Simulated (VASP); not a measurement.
Wanted: the native input for a VASP 6.6.1 run.

| Property | Result |
| --- | --- |
| Task | relaxation of cell and atoms |
| Functional | PBE |
| Dispersion | D3(BJ) |
| Potentials or basis | VASP PAW PBE potentials, release 64 (Cd, S) |
| Cutoff | 600 eV |
| k mesh | 12 × 12 × 8 |
| Occupations | gaussian, width 0.02 eV |
| Spin | no spin polarisation |
| Dipole correction | no |
| Further INCAR settings | ALGO = Normal; EDIFF = 1e-07; IBRION = 2; EDIFFG = -0.005; NSW = 100; ISIF = 3 |

The structure of CdS lies in POSCAR:

```
CdS
1.0
    4.0976668513      0.0000000000      0.0000000000
   -2.0488334257      3.5486835895      0.0000000000
    0.0000000000      0.0000000000      3.8283122367
Cd S
1 1
Direct
    0.0000000000      0.0000000000      0.5307944175
    0.6666666667      0.3333333333      0.3462055825
```

One way to write it, as run:

INCAR

```
PREC     = Accurate       # precision mode
ENCUT    = 600            # plane-wave cutoff, eV
EDIFF    = 1E-7           # SCF threshold, eV
ISMEAR   = 0              # smearing method
SIGMA    = 0.02           # smearing width, eV
LREAL    = F              # projectors in reciprocal space
LASPH    = T              # aspherical terms in the spheres
NELM     = 60             # most SCF steps
ALGO     = Normal         # electronic algorithm
ISIF     = 3              # what is computed and relaxed
LWAVE    = F              # write WAVECAR
LCHARG   = F              # write CHGCAR
GGA      = PE             # functional
IVDW     = 12             # dispersion correction
IBRION   = 2              # ionic algorithm
NSW      = 100            # ionic steps
EDIFFG   = -0.005         # ionic threshold
```

KPOINTS

```
Automatic mesh
0
Gamma
  12 12 8
```

Potentials or basis: VASP PAW PBE potentials, release 64 (Cd, S).

Run with:

```sh
$ cat potpaw_PBE.64/Cd/POTCAR potpaw_PBE.64/S/POTCAR > POTCAR
$ mpirun -np 1 vasp_std > vasp.out
```

Results of the run:

```json
{
  "Relaxed volume": "27.71 Å³/atom",
  "Relaxed cell": "a = 4.099 Å, b = 4.099 Å, c = 3.810 Å, α = 90.00°, β = 90.00°, γ = 120.00°",
  "Space group after relaxing (to 0.05 Å)": "P3m1 (No. 156)",
  "Energy gained by relaxing": "0.2 meV/atom",
  "Ionic steps": "11",
  "Pressure after relaxing": "0.0 GPa",
  "Largest force after relaxing": "0.005 eV/Å",
  "Band gap on the k mesh": "0.88 eV, indirect (least direct gap 1.23 eV)",
  "Dispersion energy per atom": "-0.272 eV"
}
```

It took 3.7 min on 1 thread of Intel(R) Xeon(R) 6975P-C (Granite Rapids), with other jobs on the host, peak memory 0.3 GiB.
